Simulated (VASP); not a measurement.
A run of VASP 6.6.1:

File INCAR:

```
PREC = Accurate
ENCUT = 520
EDIFF = 1E-6
ISMEAR = 0
SIGMA = 0.1
LREAL = False
LASPH = True
NELM = 100
ALGO = Normal
ISIF = 2
LWAVE = False
LCHARG = False
GGA = PE
IVDW = 12
NBANDS = 10
```

KPOINTS

```
Automatic mesh
0
Gamma
  18 18 10
```

POSCAR

```
Li
1.0
    2.9531605383      0.0000000000      0.0000000000
   -1.4765802691      2.5575120476      0.0000000000
    0.0000000000      0.0000000000      4.8440825750
Li
2
Direct
    0.3333333333      0.6666666667      0.2500000000
    0.6666666667      0.3333333333      0.7500000000
```

Potentials or basis: VASP PAW PBE potentials, release 64 (Li_sv).

Command:

```bash
$ cat potpaw_PBE.64/Li_sv/POTCAR > POTCAR
$ mpirun -np 1 vasp_std > vasp.out
```

Hardware: 1 thread of Intel(R) Xeon(R) 6975P-C (Granite Rapids), with other jobs on the host.

Task: How long does it take, and how much memory?

Result: Run time: 16 s on 1 thread of Intel(R) Xeon(R) 6975P-C (Granite Rapids), on a shared host, peak memory 0.19 GiB. Counts: scf iterations 11, k points 222.
